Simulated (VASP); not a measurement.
K, 2 atoms in the cell. The structure is orthorhombic, space group Cmcm (No. 63). The conventional cell has a = 4.876 Å, b = 8.217 Å, c = 7.812 Å, α = 90.00°, β = 90.00°, γ = 90.00°.  This cell differs from its parent crystal: strain +0.0150 x Voigt [0, 1, 0, 0, 0, 0].

- Program: VASP 6.6.1
- Task: single point
- Functional: LDA
- Potentials or basis: VASP PAW LDA potentials, release 64 (K_sv)
- Cutoff: 520 eV
- k mesh: 12 × 12 × 6
- Occupations: gaussian, width 0.15 eV
- Spin: no spin polarisation
- Dipole correction: no
- Further INCAR settings: ALGO = Fast; EDIFF = 1e-07; NBANDS = 16

Potentials or basis: VASP PAW LDA potentials, release 64 (K_sv).

Run with:

```sh
$ cat potpaw_LDA.64/K_sv/POTCAR > POTCAR
$ mpirun -np 1 vasp_std > vasp.out
```

Hardware: 1 thread of AMD EPYC 9R45 96-Core Processor (Zen 5) (shared host).

Question: How long does it take, and how much memory?

Answer: Run time: 4.8 min on 1 thread of AMD EPYC 9R45 96-Core Processor (Zen 5), with other jobs on the host, peak memory 0.42 GiB. Counts: scf iterations 14, k points 172.
